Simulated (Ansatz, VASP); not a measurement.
MoH6 in VASP and in Ansatz

```
H Mo
1.0
    -2.49000    2.49000    2.49000
     2.49000   -2.49000    2.49000
     2.49000    2.49000   -2.49000
H Mo
6 1
Direct
  0.25000 0.75000 0.50000
  0.25000 0.50000 0.75000
  0.50000 0.25000 0.75000
  0.75000 0.25000 0.50000
  0.50000 0.75000 0.25000
  0.75000 0.50000 0.25000
  0.00000 0.00000 0.00000
```

Alike in both runs: task relaxation of cell and atoms; functional PBE; k mesh 3 × 3 × 3; occupations gaussian, width 0.15 eV; no spin polarisation.

|  | VASP | Ansatz |
| --- | --- | --- |
| version | VASP 6.6.1 | Ansatz 0.2.0 |
| potentials or method | VASP PAW PBE potentials, release 64 (H, Mo_sv), cutoff 500 eV | scalar-relativistic, plane waves, PAW |
| valence electrons in the cell | 20 | 20 |

Ansatz gave:

```
gap on the k mesh at the Fermi level, each at its own relaxed structure (eV) : none
relaxed volume (Å³/atom)                                                     : 4.41
relaxed cell length with the largest relative difference (Å)                 : 3.423
```

Problem. Which values does VASP return?

Solution. gap on the k mesh at the Fermi level, each at its own relaxed structure (eV): none; relaxed volume (Å³/atom): 4.42; relaxed cell length with the largest relative difference (Å): 3.426.

A gap of «none» marks a metal or a gap that the smearing closes.

The k mesh is coarse, so the values compare programs but aren't converged. Noted on VASP's run: the volume moved by over 15 % at a fixed basis, so the end points are rough.
